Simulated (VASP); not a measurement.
# BaS in VASP: a series of runs, part 2 of 3

VASP 6.6.1. Earlier steps stand in the parts before.

## (3) Electric field gradients, PBEsol (equal xx and yy strain of +2 %)

The input, INCAR:

```
PREC = Accurate
ENCUT = 520
EDIFF = 1E-8
ISMEAR = -1
SIGMA = 0.02
LREAL = False
LASPH = True
NELM = 80
ALGO = Normal
ISIF = 2
LWAVE = False
LCHARG = False
GGA = PS
LEFG = True
NBANDS = 15
```

The input, KPOINTS:

```
regular mesh
0
Gamma
  8 8 8
```

The input, POSCAR:

```
BaS
1.0
    0.0000000000      3.2576250000      3.1937500000
    3.2576250000      0.0000000000      3.1937500000
    3.2576250000      3.2576250000      0.0000000000
Ba S
1 1
Direct
    0.0000000000      0.0000000000      0.0000000000
    0.5000000000      0.5000000000      0.5000000000
```

Potentials or basis: VASP PAW PBE potentials, release 64 (Ba_sv, S).

Launch:

```console
$ cat potpaw_PBE.64/Ba_sv/POTCAR potpaw_PBE.64/S/POTCAR > POTCAR
$ mpirun -np 1 vasp_std > vasp.out
```

OUTCAR:

```text
PREC = Accurate
   ENCUT = 520
   EDIFF = 1E-8
   ISMEAR = -1
   LREAL = False
   LASPH = True
   NELM = 80
   ISIF = 2
   GGA = PS

 ion  position               nearest neighbor table
   1  0.000  0.000  0.000-   2 3.19   2 3.19   2 3.26   2 3.26   2 3.26   2 3.26
   2  0.500  0.500  0.500-   1 3.19   1 3.19   1 3.26   1 3.26   1 3.26   1 3.26

  LATTYP: Found a body centered tetragonal cell.
 ALAT       =     4.6069774561
 C/A-ratio  =     1.3864838847

  Lattice vectors:

 A1 = (   0.0000000000,  -3.2576250000,  -3.1937500000)
 A2 = (   0.0000000000,   3.2576250000,  -3.1937500000)
 A3 = (   3.2576250000,   0.0000000000,   3.1937500000)

Analysis of symmetry for initial positions (statically):
=====================================================================
 Subroutine PRICEL returns:
 Original cell was already a primitive cell.

 Routine SETGRP: Setting up the symmetry group for a
 body centered tetragonal supercell.

[... 620 lines left out ...]
  volume of cell :       67.78
      direct lattice vectors                 reciprocal lattice vectors
     0.000000000  3.257625000  3.193750000    -0.153486052  0.153486052  0.156555773
     3.257625000  0.000000000  3.193750000     0.153486052 -0.153486052  0.156555773
     3.257625000  3.257625000  0.000000000     0.153486052  0.153486052 -0.156555773

 POSITION                                       TOTAL-FORCE (eV/Angst)
 -----------------------------------------------------------------------------------
      0.00000      0.00000      0.00000         0.000000     -0.000000     -0.000000
      3.25762      3.25762      3.19375         0.000000      0.000000      0.000000
 -----------------------------------------------------------------------------------
    total drift:                                0.000000      0.000000      0.000000

  FREE ENERGIE OF THE ION-ELECTRON SYSTEM (eV)
  ---------------------------------------------------
  free  energy   TOTEN  =       -10.6924763481 eV

  energy  without entropy=      -10.6924763481  energy(sigma->0) =      -10.69247635

 Electric field gradients (V/A^2)
---------------------------------------------------------------------
 ion       V_xx      V_yy      V_zz      V_xy      V_xz      V_yz
---------------------------------------------------------------------
   1      12.384    12.384   -24.768     0.000     0.000     0.000
   2       3.526     3.526    -7.051     0.000     0.000     0.000
---------------------------------------------------------------------

 Electric field gradients after diagonalization (V/A^2)
 (convention: |V_zz| > |V_xx| > |V_yy|)
----------------------------------------------------------------------
 ion       V_xx      V_yy      V_zz     asymmetry (V_yy - V_xx)/ V_zz
----------------------------------------------------------------------
   1      12.384    12.384   -24.768       0.000
   2       3.526     3.525    -7.051       0.000
----------------------------------------------------------------------

           NMR quadrupolar parameters

 Cq : quadrupolar parameter    Cq=e*Q*V_zz/h
 eta: asymmetry parameters     (V_yy - V_xx)/ V_zz
 Q  : nuclear electric quadrupole moment in mb (millibarn)
----------------------------------------------------------------------
 ion       Cq(MHz)       eta       Q (mb)
----------------------------------------------------------------------
   1      -0.060       0.000       1.000
   2      -0.017       0.000       1.000
----------------------------------------------------------------------
```

OSZICAR:

```text
N       E                     dE             d eps       ncg     rms          rms(c)
DAV:   1     0.819384962146E+02    0.81938E+02   -0.66855E+03  1770   0.917E+02
DAV:   2    -0.619690233287E+01   -0.88135E+02   -0.80059E+02  2392   0.165E+02
DAV:   3    -0.110419317014E+02   -0.48450E+01   -0.48086E+01  2437   0.410E+01
DAV:   4    -0.111372731091E+02   -0.95341E-01   -0.95326E-01  2286   0.580E+00
DAV:   5    -0.111393666740E+02   -0.20936E-02   -0.20935E-02  2475   0.675E-01    0.435E+00
DAV:   6    -0.106935469796E+02    0.44582E+00   -0.59241E-01  2043   0.464E+00    0.296E+00
DAV:   7    -0.106865752306E+02    0.69717E-02   -0.13925E-01  2254   0.207E+00    0.170E+00
DAV:   8    -0.106927694557E+02   -0.61942E-02   -0.21554E-02  1889   0.935E-01    0.267E-01
DAV:   9    -0.106919658331E+02    0.80362E-03   -0.28330E-03  2351   0.319E-01    0.134E-01
DAV:  10    -0.106924555197E+02   -0.48969E-03   -0.58382E-04  1889   0.153E-01    0.261E-02
DAV:  11    -0.106924750751E+02   -0.19555E-04   -0.38452E-05  2267   0.359E-02    0.103E-02
DAV:  12    -0.106924763238E+02   -0.12487E-05   -0.29967E-06  1980   0.111E-02    0.484E-03
DAV:  13    -0.106924762931E+02    0.30691E-07   -0.17307E-07  2366   0.259E-03    0.115E-03
DAV:  14    -0.106924763386E+02   -0.45430E-07   -0.86724E-09  1643   0.682E-04    0.536E-04
DAV:  15    -0.106924763481E+02   -0.95687E-08   -0.19050E-09  1172   0.299E-04
   1 F= -.10692476E+02 E0= -.10692476E+02  d E =-.233052E-11
```

stdout:

```text
POSCAR found type information on POSCAR BaS
 POSCAR found :  2 types and       2 ions
 scaLAPACK will be used
 -----------------------------------------------------------------------------
|                                                                             |
|                                                                             |
|     You enforced a specific xc type in the INCAR file but a different       |
|     I HOPE YOU KNOW WHAT YOU ARE DOING!                                     |
|                                                                             |
 -----------------------------------------------------------------------------

 LDA part: xc-table for (Slater+PW92), standard interpolation
 POSCAR, INCAR and KPOINTS ok, starting setup
 FFT: planning ... GRIDC
 FFT: planning ... GRID_SOFT
 FFT: planning ... GRID
 WAVECAR not read
 entering main loop
ion   1

ion   2
```

Wall time 44 s (1 thread of Intel Xeon Platinum 8488C (Sapphire Rapids), shared host); peak memory 0.23 GiB.

Results:

- Free energy: -10.6925 eV
- Pressure: -2.1 GPa
- Band gap on the k mesh: 2.00 eV (least direct gap 2.17 eV)
- Largest electric field gradient by atom: Ba -24.8; S -7.1 V/Å²

Levels at points of the mesh, in eV from the valence-band top:
```tsv
k point	band 6	band 7	band 8	band 9	band 10	band 11
(0.00, 0.00, 0.00)	-0.06	-0.06	0.00	3.17	3.70	3.70
(0.50, 0.00, 0.00)	-1.95	-1.08	-1.07	5.29	5.36	6.06
(0.50, 0.50, 0.00)	-0.56	-0.23	-0.23	2.00	5.66	5.79
(0.50, 0.00, 0.50)	-0.65	-0.22	-0.15	2.01	5.58	5.82
```

Electric field gradients, principal values (V/Å²):
```csv
atom,least,middle,greatest (by size)
1 Ba,12.384,12.384,-24.768
2 S,3.525,3.526,-7.051
```

Caveat: the cell differs from its parent crystal (equal xx and yy strain of +2 %); without QUAD_EFG the Cq values of the log hold for a quadrupole moment of 1 mb, not for the nuclei; the PAW data sets were made with another functional, which shifts forces and pressure a little; spin-orbit coupling is left out, which moves the levels of the heavy elements. A k mesh can miss the band edges.

## (4) Electric field gradients, PBEsol (equal xy, yz and zx shear strains of -3 %)

The input, INCAR:

```
ALGO = Normal
EDIFF = 1E-8
ENCUT = 520
GGA = PS
ISIF = 2
ISMEAR = -1
LASPH = True
LCHARG = False
LEFG = True
LREAL = False
LWAVE = False
NBANDS = 15
NELM = 100
PREC = Accurate
SIGMA = 0.02
```

The input, KPOINTS:

```
k-points
0
Gamma
  8 8 8
```

The input, POSCAR:

```
BaS
1.0
   -0.0958125000      3.1458437500      3.1458437500
    3.1458437500     -0.0958125000      3.1458437500
    3.1458437500      3.1458437500     -0.0958125000
Ba S
1 1
Direct
    0.0000000000      0.0000000000      0.0000000000
    0.5000000000      0.5000000000      0.5000000000
```

Potentials or basis: VASP PAW PBE potentials, release 64 (Ba_sv, S).

Launch:

```console
$ cat potpaw_PBE.64/Ba_sv/POTCAR potpaw_PBE.64/S/POTCAR > POTCAR
$ mpirun -np 1 vasp_std > vasp.out
```

OUTCAR:

```text
EDIFF = 1E-8
   ENCUT = 520
   GGA = PS
   ISIF = 2
   ISMEAR = -1
   LASPH = True
   LREAL = False
   NELM = 100
   PREC = Accurate

 ion  position               nearest neighbor table
   1  0.000  0.000  0.000-   2 3.19   2 3.19   2 3.19   2 3.19   2 3.19   2 3.19
   2  0.500  0.500  0.500-   1 3.19   1 3.19   1 3.19   1 3.19   1 3.19   1 3.19

  LATTYP: Found a trigonal (rhomboedric) cell.
 ALAT       =     4.4499264976
 COS(alpha) =     0.4693254694

  Lattice vectors:

 A1 = (  -0.0958125000,   3.1458437500,   3.1458437500)
 A2 = (   3.1458437500,  -0.0958125000,   3.1458437500)
 A3 = (   3.1458437500,   3.1458437500,  -0.0958125000)

Analysis of symmetry for initial positions (statically):
=====================================================================
 Subroutine PRICEL returns:
 Original cell was already a primitive cell.

 Routine SETGRP: Setting up the symmetry group for a
 trigonal (rhombohedral) supercell.

 Subroutine GETGRP returns: Found 12 space group operations
 (whereof 12 operations were pure point group operations)
[... 621 lines left out ...]
     3.145843750 -0.095812500  3.145843750     0.156627329 -0.151856953  0.156627329
     3.145843750  3.145843750 -0.095812500     0.156627329  0.156627329 -0.151856953

 POSITION                                       TOTAL-FORCE (eV/Angst)
 -----------------------------------------------------------------------------------
      0.00000      0.00000      0.00000         0.000000     -0.000000      0.000000
      3.09794      3.09794      3.09794        -0.000000      0.000000     -0.000000
 -----------------------------------------------------------------------------------
    total drift:                                0.000000      0.000000      0.000000

  FREE ENERGIE OF THE ION-ELECTRON SYSTEM (eV)
  ---------------------------------------------------
  free  energy   TOTEN  =       -10.7084147608 eV

  energy  without entropy=      -10.7084147608  energy(sigma->0) =      -10.70841476

 Electric field gradients (V/A^2)
---------------------------------------------------------------------
 ion       V_xx      V_yy      V_zz      V_xy      V_xz      V_yz
---------------------------------------------------------------------
   1       0.000    -0.000     0.000    10.141    10.141    10.141
   2      -0.000     0.000     0.000    -1.871    -1.871    -1.871
---------------------------------------------------------------------

 Electric field gradients after diagonalization (V/A^2)
 (convention: |V_zz| > |V_xx| > |V_yy|)
----------------------------------------------------------------------
 ion       V_xx      V_yy      V_zz     asymmetry (V_yy - V_xx)/ V_zz
----------------------------------------------------------------------
   1     -10.141   -10.141    20.281       0.000
   2       1.871     1.871    -3.742       0.000
----------------------------------------------------------------------

           NMR quadrupolar parameters

 Cq : quadrupolar parameter    Cq=e*Q*V_zz/h
 eta: asymmetry parameters     (V_yy - V_xx)/ V_zz
 Q  : nuclear electric quadrupole moment in mb (millibarn)
----------------------------------------------------------------------
 ion       Cq(MHz)       eta       Q (mb)
----------------------------------------------------------------------
   1       0.049       0.000       1.000
   2      -0.009       0.000       1.000
----------------------------------------------------------------------
```

Wall time 48 s (1 thread of Intel Xeon Platinum 8488C (Sapphire Rapids), shared host); peak memory 0.23 GiB.

What came out:

* Free energy: -10.7084 eV
* Pressure: -0.6 GPa
* Band gap on the k mesh: 1.91 eV (least direct gap 2.07 eV)
* Largest electric field gradient by atom: Ba +20.3; S -3.7 V/Å²

Stress tensor (GPa, compression positive):
```
-0.55  0.52  0.52
 0.52 -0.55  0.52
 0.52  0.52 -0.55
```

Electric field gradients, principal values (V/Å²):
| atom | least | middle | greatest (by size) |
| --- | --- | --- | --- |
| 1 Ba | -10.141 | -10.141 | 20.281 |
| 2 S | 1.871 | 1.871 | -3.742 |

Caveat: the cell differs from its parent crystal (equal xy, yz and zx shear strains of -3 %); without QUAD_EFG the Cq values of the log hold for a quadrupole moment of 1 mb, not for the nuclei; the PAW data sets were made with another functional, which shifts forces and pressure a little; spin-orbit coupling is left out, which moves the levels of the heavy elements. A k mesh can miss the band edges.

## (5) Electric field gradients, PBEsol (equal xy, yz and zx shear strains of -1 %)

The input, INCAR:

```
SYSTEM = BaS
ALGO = Normal ; EDIFF = 1E-8
ENCUT = 520 ; GGA = PS
ISIF = 2 ; ISMEAR = -1
LASPH = .True. ; LCHARG = .False.
LEFG = .True. ; LREAL = .False.
LWAVE = .False. ; NBANDS = 15
NELM = 60 ; PREC = Accurate
SIGMA = 0.02
```

The input, KPOINTS:

```
k-points
0
Gamma
  8 8 8
  0 0 0
```

The input, POSCAR:

```
BaS
1.0
   -0.0319375000      3.1777812500      3.1777812500
    3.1777812500     -0.0319375000      3.1777812500
    3.1777812500      3.1777812500     -0.0319375000
Ba S
1 1
Direct
    0.0000000000      0.0000000000      0.0000000000
    0.5000000000      0.5000000000      0.5000000000
```

Potentials or basis: VASP PAW PBE potentials, release 64 (Ba_sv, S).

Launch:

```console
$ cat potpaw_PBE.64/Ba_sv/POTCAR potpaw_PBE.64/S/POTCAR > POTCAR
$ mpirun -np 1 vasp_std > vasp.out
```

OUTCAR:

```text
SYSTEM = BaS
   EDIFF = 1E-8
   ENCUT = 520
   GGA = PS
   ISIF = 2
   ISMEAR = -1
   LASPH = .True.
   LREAL = .False.
   NELM = 60
   PREC = Accurate

 ion  position               nearest neighbor table
   1  0.000  0.000  0.000-   2 3.19   2 3.19   2 3.19   2 3.19   2 3.19   2 3.19
   2  0.500  0.500  0.500-   1 3.19   1 3.19   1 3.19   1 3.19   1 3.19   1 3.19

  LATTYP: Found a trigonal (rhomboedric) cell.
 ALAT       =     4.4941748241
 COS(alpha) =     0.4899250057

  Lattice vectors:

 A1 = (  -0.0319375000,   3.1777812500,   3.1777812500)
 A2 = (   3.1777812500,  -0.0319375000,   3.1777812500)
 A3 = (   3.1777812500,   3.1777812500,  -0.0319375000)

Analysis of symmetry for initial positions (statically):
=====================================================================
 Subroutine PRICEL returns:
 Original cell was already a primitive cell.

 Routine SETGRP: Setting up the symmetry group for a
[... 623 lines left out ...]
      direct lattice vectors                 reciprocal lattice vectors
    -0.031937500  3.177781250  3.177781250    -0.154990137  0.156563641  0.156563641
     3.177781250 -0.031937500  3.177781250     0.156563641 -0.154990137  0.156563641
     3.177781250  3.177781250 -0.031937500     0.156563641  0.156563641 -0.154990137

 POSITION                                       TOTAL-FORCE (eV/Angst)
 -----------------------------------------------------------------------------------
      0.00000      0.00000      0.00000         0.000000     -0.000000     -0.000000
      3.16181      3.16181      3.16181        -0.000000      0.000000      0.000000
 -----------------------------------------------------------------------------------
    total drift:                                0.000000      0.000000      0.000000

  FREE ENERGIE OF THE ION-ELECTRON SYSTEM (eV)
  ---------------------------------------------------
  free  energy   TOTEN  =       -10.7169929660 eV

  energy  without entropy=      -10.7169929660  energy(sigma->0) =      -10.71699297

 Electric field gradients (V/A^2)
---------------------------------------------------------------------
 ion       V_xx      V_yy      V_zz      V_xy      V_xz      V_yz
---------------------------------------------------------------------
   1      -0.000    -0.000    -0.000     3.425     3.425     3.425
   2       0.000     0.000    -0.000    -0.672    -0.672    -0.672
---------------------------------------------------------------------

 Electric field gradients after diagonalization (V/A^2)
 (convention: |V_zz| > |V_xx| > |V_yy|)
----------------------------------------------------------------------
 ion       V_xx      V_yy      V_zz     asymmetry (V_yy - V_xx)/ V_zz
----------------------------------------------------------------------
   1      -3.425    -3.425     6.849       0.000
   2       0.672     0.672    -1.344       0.000
----------------------------------------------------------------------

           NMR quadrupolar parameters

 Cq : quadrupolar parameter    Cq=e*Q*V_zz/h
 eta: asymmetry parameters     (V_yy - V_xx)/ V_zz
 Q  : nuclear electric quadrupole moment in mb (millibarn)
----------------------------------------------------------------------
 ion       Cq(MHz)       eta       Q (mb)
----------------------------------------------------------------------
   1       0.017       0.000       1.000
   2      -0.003       0.000       1.000
----------------------------------------------------------------------
```

OSZICAR:

```text
N       E                     dE             d eps       ncg     rms          rms(c)
DAV:   1     0.806755529324E+02    0.80676E+02   -0.67589E+03  1950   0.925E+02
DAV:   2    -0.638661350652E+01   -0.87062E+02   -0.78928E+02  2677   0.168E+02
DAV:   3    -0.110568536047E+02   -0.46702E+01   -0.46391E+01  2693   0.406E+01
DAV:   4    -0.111484151522E+02   -0.91562E-01   -0.91546E-01  2516   0.586E+00
DAV:   5    -0.111504712230E+02   -0.20561E-02   -0.20560E-02  2693   0.734E-01    0.459E+00
DAV:   6    -0.107196394115E+02    0.43083E+00   -0.56529E-01  2286   0.458E+00    0.315E+00
DAV:   7    -0.107117275410E+02    0.79119E-02   -0.13808E-01  2477   0.208E+00    0.174E+00
DAV:   8    -0.107172707519E+02   -0.55432E-02   -0.20294E-02  2146   0.916E-01    0.242E-01
DAV:   9    -0.107165408621E+02    0.72989E-03   -0.28034E-03  2573   0.327E-01    0.115E-01
DAV:  10    -0.107169820257E+02   -0.44116E-03   -0.52260E-04  2090   0.154E-01    0.266E-02
DAV:  11    -0.107169920893E+02   -0.10064E-04   -0.42302E-05  2644   0.405E-02    0.761E-03
DAV:  12    -0.107169929957E+02   -0.90637E-06   -0.32987E-06  2153   0.113E-02    0.621E-03
DAV:  13    -0.107169929057E+02    0.89920E-07   -0.30867E-07  2566   0.354E-03    0.977E-04
DAV:  14    -0.107169929380E+02   -0.32309E-07   -0.48588E-09  1878   0.405E-04    0.571E-04
DAV:  15    -0.107169929668E+02   -0.28735E-07   -0.14370E-09  1472   0.292E-04    0.128E-04
DAV:  16    -0.107169929660E+02    0.73965E-09   -0.40687E-10  1227   0.125E-04
   1 F= -.10716993E+02 E0= -.10716993E+02  d E =-.104710E-10
```

stdout:

```text
POSCAR found type information on POSCAR BaS
 POSCAR found :  2 types and       2 ions
 scaLAPACK will be used
 -----------------------------------------------------------------------------
|                                                                             |
|                                                                             |
|     You enforced a specific xc type in the INCAR file but a different       |
|     I HOPE YOU KNOW WHAT YOU ARE DOING!                                     |
|                                                                             |
 -----------------------------------------------------------------------------

 LDA part: xc-table for (Slater+PW92), standard interpolation
 POSCAR, INCAR and KPOINTS ok, starting setup
 FFT: planning ... GRIDC
 FFT: planning ... GRID_SOFT
 FFT: planning ... GRID
 WAVECAR not read
 entering main loop
ion   1

ion   2
```

Wall time 49 s (1 thread of Intel Xeon Platinum 8488C (Sapphire Rapids), shared host); peak memory 0.24 GiB.

Results:

| Property | Result |
| --- | --- |
| Free energy | -10.7170 eV |
| Pressure | -0.5 GPa |
| Band gap on the k mesh | 1.96 eV (least direct gap 2.11 eV) |
| Largest electric field gradient by atom | Ba +6.8; S -1.3 V/Å² |

Stress tensor (GPa, compression positive):
```
-0.53  0.18  0.18
 0.18 -0.53  0.18
 0.18  0.18 -0.53
```

Electric field gradients, principal values (V/Å²):
| atom | least | middle | greatest (by size) |
| --- | --- | --- | --- |
| 1 Ba | -3.425 | -3.425 | 6.849 |
| 2 S | 0.672 | 0.672 | -1.344 |

Caveat: the cell differs from its parent crystal (equal xy, yz and zx shear strains of -1 %); without QUAD_EFG the Cq values of the log hold for a quadrupole moment of 1 mb, not for the nuclei; the PAW data sets were made with another functional, which shifts forces and pressure a little; spin-orbit coupling is left out, which moves the levels of the heavy elements.

[end of part 2 of 3]
